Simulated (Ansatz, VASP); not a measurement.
## One calculation of NaH, two programs

```xyz
2
Lattice="0.0000 2.3456 2.3456 2.3456 0.0000 2.3456 2.3456 2.3456 0.0000" Properties=species:S:1:pos:R:3 pbc="T T T"
Na    0.0000    0.0000    0.0000
H     2.3456    2.3456    2.3456
```

Alike in both runs: functional LDA; k mesh 8 × 8 × 8; occupations gaussian, width 0.02 eV; no spin polarisation.

Ansatz relaxed the structure, and its values are those at the end. VASP's run is a single point on that final structure, the one shown.

|  | VASP | Ansatz |
| --- | --- | --- |
| version | VASP 6.6.1 | Ansatz 0.2.0 |
| potentials or method | VASP PAW LDA potentials, release 64 (Na_pv, H), cutoff 500 eV | scalar-relativistic, plane waves, PAW |
| valence electrons in the cell | 8 | 10 |

```csv
,VASP,Ansatz,Ansatz less VASP
gap on the k mesh at the Fermi level (eV),3.54,3.55,+0.002
least direct gap on the mesh (eV),4.50,4.51,+0.005
pressure (GPa),-0.1,0.0,+0.10
```

LDA's correlation is that of Perdew and Zunger in VASP and of Perdew and Wang (1992) in Ansatz. VASP's potentials hold 8 valence electrons a cell and Ansatz's 10, so a difference there can come from the potentials and not from the codes.
